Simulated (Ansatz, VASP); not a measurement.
# One calculation of TaN, two programs

File POSCAR:

```
TaN
1.0
    0.0000000000      2.1814365931      2.1814365931
    2.1814365931      0.0000000000      2.1814365931
    2.1814365931      2.1814365931      0.0000000000
Ta N
1 1
Direct
    0.5000000000      0.5000000000      0.5000000000
    0.0000000000      0.0000000000      0.0000000000
```

Contents of INCAR.step1:

```
PREC     = Accurate       # precision mode
ENCUT    = 520            # plane-wave cutoff, eV
EDIFF    = 1E-5           # SCF threshold, eV
ISMEAR   = -1             # smearing method
SIGMA    = 0.05           # smearing width, eV
LREAL    = False          # projectors in reciprocal space
LASPH    = True           # aspherical terms in the spheres
NELM     = 60             # most SCF steps
ALGO     = Normal         # electronic algorithm
ISIF     = 2              # what is computed and relaxed
LWAVE    = True           # write WAVECAR
LCHARG   = False          # write CHGCAR
NBANDS   = 15             # bands
GGA      = PE             # functional
```

INCAR.step2

```
PREC     = Accurate       # precision mode
ENCUT    = 520            # plane-wave cutoff, eV
EDIFF    = 1E-6           # SCF threshold, eV
ISMEAR   = -1             # smearing method
SIGMA    = 0.05           # smearing width, eV
LREAL    = False          # projectors in reciprocal space
LASPH    = True           # aspherical terms in the spheres
NELM     = 60             # most SCF steps
ALGO     = Normal         # electronic algorithm
ISIF     = 2              # what is computed and relaxed
LWAVE    = False          # write WAVECAR
LCHARG   = False          # write CHGCAR
GGA      = PE             # functional
LHFCALC  = True           # exact exchange
AEXX     = 0.25           # exact-exchange fraction
PRECFOCK = Normal       
NBANDS   = 15             # bands
ISTART   = 1
```

Contents of KPOINTS:

```
Automatic mesh
0
Gamma
  6 6 6
```

File input.yaml:

```yaml
crystal:
  lattice:
    - [0.0, 2.1814365931, 2.1814365931]
    - [2.1814365931, 0.0, 2.1814365931]
    - [2.1814365931, 2.1814365931, 0.0]
  atoms:
    - { symbol: Ta, position: [0.5, 0.5, 0.5] }
    - { symbol: "N", position: [0.0, 0.0, 0.0] }
hamiltonian:
  xc: pbe0
  pseudopotentials: { kind: paw }
kpoints:
  mp_grid: { grid: [6, 6, 6] }
scf:
  occupations: { method: fermi_dirac, width: 0.05 }
output:
  forces: true
  stress: true
  eigenvalues: true
```

Alike in both runs: task single point; functional PBE0; k mesh 6 × 6 × 6; occupations fermi-dirac, width 0.05 eV; no spin polarisation.

```csv
,VASP,Ansatz
version,VASP 6.6.1,Ansatz 0.2.0
potentials or method,"VASP PAW PBE potentials, release 64 (Ta_pv, N)",Ansatz PAW
plane-wave cutoff (eV),520,420
valence electrons in the cell,16,18
```

Ansatz gave:

* gap on the k mesh at the Fermi level (eV): none
* pressure (GPa): 5.2

**Question.** Which values does VASP return?

**Answer.** gap on the k mesh at the Fermi level (eV): none; pressure (GPa): 4.8.

A gap of «none» marks a metal or a gap that the smearing closes. The functional is the same, so the differences come from potentials, cutoffs and numerics. VASP's potentials hold 16 valence electrons a cell and Ansatz's 18, so a difference there can come from the potentials and not from the codes.

The k mesh is coarse, so the values compare programs but aren't converged. Neither program's run includes spin-orbit coupling.
